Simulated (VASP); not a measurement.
# RbCl (Fm-3m) in VASP: single point with LDA

Aim: the single point of RbCl with LDA.

Program: VASP 6.6.1. These are calculated values, not measurements. Logs are shortened: lines on timing, memory, paths and dates and some standing lists are left out, and cuts for length are marked.

## Step 1: The cell of the first run

The structure is cubic, space group Fm-3m (No. 225). Conventional cell: a = 6.548 Å, b = 6.548 Å, c = 6.548 Å, α = 90.00°, β = 90.00°, γ = 90.00°. Within 4.3 Å of Rb (site symmetry m-3m) lie 6 Cl at 3.27 Å. Within 4.3 Å of Cl (site symmetry m-3m) lie 6 Rb at 3.27 Å.

## Step 2: Single point, LDA

The input, INCAR:

```
SYSTEM = RbCl
  PREC = Accurate
  ENCUT = 500
  EDIFF = 1E-6
  ISMEAR = -1
  SIGMA = 0.1
  LREAL = .FALSE.
  LASPH = .TRUE.
  NELM = 120
  ALGO = Normal
  ISIF = 2
  LWAVE = .FALSE.
  LCHARG = .TRUE.
  GGA = CA
  LELF = .TRUE.
  LVHAR = .TRUE.
  NBANDS = 15
  GGA_COMPAT = .FALSE.
```

The input, KPOINTS:

```
regular mesh
0
G
  5 5 5
  0 0 0
```

The input, POSCAR:

```
RbCl
1.0
    0.0000000000      3.2740000000      3.2740000000
    3.2740000000      0.0000000000      3.2740000000
    3.2740000000      3.2740000000      0.0000000000
Rb Cl
1 1
Direct
    0.0000000000      0.0000000000      0.0000000000
    0.5000000000      0.5000000000      0.5000000000
```

Potentials or basis: VASP PAW LDA potentials, release 64 (Rb_sv, Cl).

Run with:

```bash
$ cat potpaw_LDA.64/Rb_sv/POTCAR potpaw_LDA.64/Cl/POTCAR > POTCAR
$ mpirun -np 1 vasp_std > vasp.out
```

OUTCAR:

```text
SYSTEM = RbCl
   PREC = Accurate
   ENCUT = 500
   EDIFF = 1E-6
   ISMEAR = -1
   LREAL = .FALSE.
   LASPH = .TRUE.
   NELM = 120
   ISIF = 2
   GGA = CA

 ion  position               nearest neighbor table
   1  0.000  0.000  0.000-   2 3.27   2 3.27   2 3.27   2 3.27   2 3.27   2 3.27
   2  0.500  0.500  0.500-   1 3.27   1 3.27   1 3.27   1 3.27   1 3.27   1 3.27

  LATTYP: Found a face centered cubic cell.
 ALAT       =     6.5480000000

  Lattice vectors:

 A1 = (   0.0000000000,   3.2740000000,   3.2740000000)
 A2 = (   3.2740000000,   0.0000000000,   3.2740000000)
 A3 = (   3.2740000000,   3.2740000000,   0.0000000000)

Analysis of symmetry for initial positions (statically):
=====================================================================
 Subroutine PRICEL returns:
 Original cell was already a primitive cell.

 Routine SETGRP: Setting up the symmetry group for a
 face centered cubic supercell.

 Subroutine GETGRP returns: Found 48 space group operations
 (whereof 48 operations were pure point group operations)
 out of a pool of 48 trial point group operations.

The static configuration has the point symmetry O_h .

Analysis of symmetry for dynamics (positions and initial velocities):
=====================================================================
 Subroutine PRICEL returns:
 Original cell was already a primitive cell.

 Routine SETGRP: Setting up the symmetry group for a
 face centered cubic supercell.

 Subroutine GETGRP returns: Found 48 space group operations
 (whereof 48 operations were pure point group operations)
 out of a pool of 48 trial point group operations.

The dynamic configuration has the point symmetry O_h .

 Subroutine INISYM returns: Found 48 space group operations
 (whereof 48 operations are pure point group operations),
 and found     1 'primitive' translations

----------------------------------------------------------------------------------------

                                     Primitive cell

  volume of cell :      70.1885

  direct lattice vectors                    reciprocal lattice vectors
     0.000000000  3.274000000  3.274000000    -0.152718387  0.152718387  0.152718387
     3.274000000  0.000000000  3.274000000     0.152718387 -0.152718387  0.152718387
     3.274000000  3.274000000  0.000000000     0.152718387  0.152718387 -0.152718387

  length of vectors
     4.630135203  4.630135203  4.630135203     0.264516006  0.264516006  0.264516006

  position of ions in fractional coordinates (direct lattice)
     0.000000000  0.000000000  0.000000000
     0.500000000  0.500000000  0.500000000

  ion indices of the primitive-cell ions
   primitive index   ion index
                 1           1
                 2           2

----------------------------------------------------------------------------------------

 KPOINTS: regular mesh

Automatic generation of k-mesh.
 Grid dimensions read from file:
 generate k-points for:    5    5    5

 Generating k-lattice:

  Cartesian coordinates                     Fractional coordinates (reciprocal lattice)
    -0.030543677  0.030543677  0.030543677     0.200000000  0.000000000  0.000000000
     0.030543677 -0.030543677  0.030543677     0.000000000  0.200000000  0.000000000
     0.030543677  0.030543677 -0.030543677     0.000000000  0.000000000  0.200000000

  Length of vectors
     0.052903201  0.052903201  0.052903201

  Shift w.r.t. Gamma in fractional coordinates (k-lattice)
     0.000000000  0.000000000  0.000000000

 Subroutine IBZKPT returns following result:
 ===========================================

 Found     10 irreducible k-points:

 Following reciprocal coordinates:
            Coordinates               Weight
  0.000000  0.000000  0.000000      1.000000
  0.200000  0.000000  0.000000      8.000000
  0.400000  0.000000  0.000000      8.000000
  0.200000  0.200000  0.000000      6.000000
  0.400000  0.200000  0.000000     24.000000
 -0.400000  0.200000  0.000000     24.000000
 -0.200000  0.200000  0.000000     12.000000
  0.400000  0.400000  0.000000      6.000000
 -0.400000  0.400000  0.000000     12.000000
 -0.400000  0.400000  0.200000     24.000000
   k-points           NKPTS =     10   k-points in BZ     NKDIM =     10   number of bands    NBANDS=     15
   number of dos      NEDOS =    301   number of ions     NIONS =      2
   total plane-waves  NPLWV =  46656
   dimension x,y,z NGX =    36 NGY =   36 NGZ =   36
   dimension x,y,z NGXF=    72 NGYF=   72 NGZF=   72
   ions per type =               1   1
   NGX,Y,Z   is equivalent  to a cutoff of  12.93, 12.93, 12.93 a.u.
   NGXF,Y,Z  is equivalent  to a cutoff of  25.85, 25.85, 25.85 a.u.
 SYSTEM =  RbCl
   PREC   = accura    normal or accurate (medium, high low for compatibility)
   ISTART =      0    job   : 0-new  1-cont  2-samecut
   ICHARG =      2    charge: 1-file 2-atom 10-const
   ISPIN  =      1    spin polarized calculation?
   LNONCOLLINEAR =      F non collinear calculations
   LSORBIT =      F    spin-orbit coupling
   LASPH  =      T    aspherical Exc in radial PAW
   ENCUT  =  500.0 eV  36.75 Ry    6.06 a.u.   8.44  8.44  8.44*2*pi/ulx,y,z
   NELM   =    120;   NELMIN=  2; NELMDL= -5     # of ELM steps
   EDIFF  = 0.1E-05   stopping-criterion for ELM
   LREAL  =      F    real-space projection
   EDIFFG = 0.1E-04   stopping-criterion for IOM
   NSW    =      0    number of steps for IOM
   IBRION =     -1    ionic relax: 0-MD 1-quasi-New 2-CG
   NFREE  =      0    steps in history (QN), initial steepest desc. (CG)
   ISIF   =      2    stress and relaxation
   ISYM   =      2    0-nonsym 1-usesym 2-fastsym
   POTIM  = 0.5000    time-step for ionic-motion
   TEBEG  =    0.0;   TEEND  =   0.0 temperature during run
   PSTRESS=    0.0 pullay stress
   NELECT =      16.0000    total number of electrons
   NUPDOWN=      -1.0000    fix difference up-down
   EMIN   =  10.00;   EMAX   =-10.00  energy-range for DOS
   EFERMI =   0.00;   METHOD = LEGACY
   ISMEAR =    -1;   SIGMA  =   0.10  broadening in eV -4-tet -1-fermi 0-gaus
   EFERMI_NEDOS =   21; number of points for ismear=-14 and -15
   IALGO  =     38    algorithm
   IMIX   =      4    mixing-type and parameters
     AMIX     =   0.40;   BMIX     =  1.00
     AMIX_MAG =   1.60;   BMIX_MAG =  1.00
  volume/ion in A,a.u.               =      35.09       236.83
  Fermi-wavevector in a.u.,A,eV,Ry     =   1.000060  1.889840 13.607465  1.000120
  Thomas-Fermi vector in A             =   2.132392
   LORBIT       =      0    0 simple, 1 ext, 2 COOP (PROOUT), +10 PAW based schemes
   GGA     = CA    functional components
   LHFCALC =     F    Hartree Fock is set to
   AEXX    =    0.0000 exact exchange contribution
   IVDW    =     0    specifies the selected vdW correction
   LEPSILON=     F    determine dielectric tensor
   LRPA    =     F    only Hartree local field effects (RPA)
 non-spin polarized calculation
  energy-cutoff  :      500.00
  volume of cell :       70.19
 maximum number of plane-waves:      1807
 NGX is ok and might be reduce to    36
   NGX = 17   NGY = 17   NGZ = 17

 number of electron      16.0000001 magnetization

 Free energy of the ion-electron system (eV)
  ---------------------------------------------------
  ext. energy  EPLUGINS =         0.00000000
  ---------------------------------------------------
  free energy    TOTEN  =        -7.24415234 eV

  energy without entropy =       -7.24415234  energy(sigma->0) =       -7.24415234

 E-fermi :   0.1953     XC(G=0):  -7.9648

 val. band max:       -2.0867864623   @ k =   0.0000   0.0000   0.0000
 cond. band min:       2.5155202794   @ k =   0.0000   0.0000   0.0000
 fundamental gap:      4.6023067417
 Fermi energy:         0.1953485863

 k-point     1 :       0.0000    0.0000    0.0000
  band No.  band energies     occupation
      1     -25.8348      2.00000
      2     -14.0027      2.00000
      3      -9.9490      2.00000
      4      -9.9490      2.00000
      5      -9.9490      2.00000
      6      -2.0868      2.00000
      7      -2.0868      2.00000
      8      -2.0868      2.00000
      9       2.5155      0.00000
     10       5.6319      0.00000
     11       5.6319      0.00000
     12       5.6319      0.00000
     13       6.6863      0.00000
     14       6.6863      0.00000
     15       9.5415      0.00000

 k-point     2 :       0.2000    0.0000    0.0000
  band No.  band energies     occupation
      1     -25.8285      2.00000
      2     -14.0277      2.00000
      3      -9.9539      2.00000
      4      -9.9539      2.00000
      5      -9.9387      2.00000
      6      -2.4767      2.00000
      7      -2.2230      2.00000
      8      -2.2230      2.00000
      9       3.4179      0.00000
     10       5.3920      0.00000
     11       6.1397      0.00000
     12       6.1397      0.00000
     13       7.2836      0.00000
     14       7.2836      0.00000
     15      11.0708      0.00000

 k-point     3 :       0.4000    0.0000    0.0000
  band No.  band energies     occupation
      1     -25.8181      2.00000
      2     -14.0676      2.00000
      3      -9.9617      2.00000
      4      -9.9617      2.00000
      5      -9.9228      2.00000
      6      -2.9710      2.00000
      7      -2.4276      2.00000
      8      -2.4276      2.00000
      9       5.0026      0.00000
     10       5.5028      0.00000
     11       7.4503      0.00000
     12       7.4503      0.00000
     13       8.6280      0.00000
     14       8.6280      0.00000
     15      10.0813      0.00000
[... 91 lines left out ...]
 k-point     9 :      -0.4000    0.4000    0.0000
  band No.  band energies     occupation
      1     -25.8113      2.00000
      2     -13.9756      2.00000
      3     -10.2121      2.00000
      4     -10.0393      2.00000
      5     -10.0308      2.00000
      6      -2.4305      2.00000
      7      -2.4036      2.00000
      8      -2.2866      2.00000
      9       4.2629      0.00000
     10       6.3696      0.00000
     11       6.5632      0.00000
     12       7.6861      0.00000
     13       8.3808      0.00000
     14       8.9731      0.00000
     15      10.3248      0.00000

 k-point    10 :      -0.4000    0.4000    0.2000
  band No.  band energies     occupation
      1     -25.8124      2.00000
      2     -13.9996      2.00000
      3     -10.1209      2.00000
      4     -10.1144      2.00000
      5      -9.9457      2.00000
      6      -2.6322      2.00000
      7      -2.4021      2.00000
      8      -2.2972      2.00000
      9       4.8479      0.00000
     10       5.5499      0.00000
     11       6.9120      0.00000
     12       7.7517      0.00000
     13       8.7807      0.00000
     14       8.9231      0.00000
     15       9.8422      0.00000

------------------------ aborting loop because EDIFF is reached ----------------------------------------

  FORCE on cell =-STRESS in cart. coord.  units (eV):
  Direction    XX          YY          ZZ          XY          YZ          ZX
  --------------------------------------------------------------------------------------
  -------------------------------------------------------------------------------------
  Total       -0.6109137     -0.6109137     -0.6109137     -0.0000000     -0.0000000     -0.0000000
  in kB      -13.9451907    -13.9451907    -13.9451907     -0.0000000     -0.0000000     -0.0000000
  external PRESSURE =     -13.9451907 kB  Pullay stress =       0.0000000 kB

 VOLUME and BASIS-vectors are now :
 -----------------------------------------------------------------------------
  energy-cutoff  :      500.00
  volume of cell :       70.19
      direct lattice vectors                 reciprocal lattice vectors
     0.000000000  3.274000000  3.274000000    -0.152718387  0.152718387  0.152718387
     3.274000000  0.000000000  3.274000000     0.152718387 -0.152718387  0.152718387
     3.274000000  3.274000000  0.000000000     0.152718387  0.152718387 -0.152718387

 POSITION                                       TOTAL-FORCE (eV/Angst)
 -----------------------------------------------------------------------------------
      0.00000      0.00000      0.00000         0.000000      0.000000      0.000000
      3.27400      3.27400      3.27400        -0.000000     -0.000000     -0.000000
 -----------------------------------------------------------------------------------
    total drift:                                0.000000      0.000000      0.000000

  FREE ENERGIE OF THE ION-ELECTRON SYSTEM (eV)
  ---------------------------------------------------
  free  energy   TOTEN  =        -7.2441523367 eV

  energy  without entropy=       -7.2441523366  energy(sigma->0) =       -7.24415234
```

Run time: 20 s. Hardware: 1 thread of Intel Xeon 8259CL, shared host; peak memory 0.17 GiB.

What came out:

| Property | Result |
| --- | --- |
| Free energy | -7.2442 eV |
| Pressure | -1.4 GPa |
| Band gap on the k mesh | 4.60 eV, direct |

Levels at points of the mesh, in eV from the valence-band top:
```csv
k point,band 5,band 6,band 7,band 8,band 9,band 10,band 11,band 12
"(0.00, 0.00, 0.00)",-7.86,0.00,0.00,0.00,4.60,7.72,7.72,7.72
```
